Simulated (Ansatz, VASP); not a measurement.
SiO2: VASP beside Ansatz

```
CELL_PARAMETERS angstrom
5.18196 0.00000 0.00000
-2.59098 4.48771 0.00000
0.00000 0.00000 5.50127
ATOMIC_POSITIONS crystal
Si 0.00000 0.50000 0.33333
Si 0.50000 0.50000 0.66667
Si 0.50000 0.00000 0.00000
O 0.58396 0.79198 0.83333
O 0.79198 0.58396 0.50000
O 0.79198 0.20802 0.16667
O 0.41604 0.20802 0.83333
O 0.20802 0.41604 0.50000
O 0.20802 0.79198 0.16667
```

Change from the starting cell: strain +0.015 along x and y, -0.015 along z, atoms carried along.

Alike in both runs: task single point; functional PBE; k mesh 6 × 6 × 4; occupations gaussian, width 0.05 eV; no spin polarisation.

|  | VASP | Ansatz |
| --- | --- | --- |
| version | VASP 6.6.1 | Ansatz 0.2.0 |
| potentials or method | VASP PAW PBE potentials, release 64 (Si, O), cutoff 520 eV | scalar-relativistic, plane waves, PAW |
| valence electrons in the cell | 48 | 48 |

```tsv
	VASP	Ansatz	Ansatz less VASP
gap on the k mesh at the Fermi level (eV)	5.44	5.44	+0.003
least direct gap on the mesh (eV)	5.69	5.69	0.000
pressure (GPa)	-2.4	-2.5	-0.06
traceless stress, the component that is largest in VASP (GPa)	1.42	1.39	-0.028
rms of the force components (eV/Å)	0.070	0.064	-0.0061
```

Atom by atom the forces differ by 0.006 eV/Å (rms over components). The functional is the same, so the differences come from potentials, cutoffs and numerics.
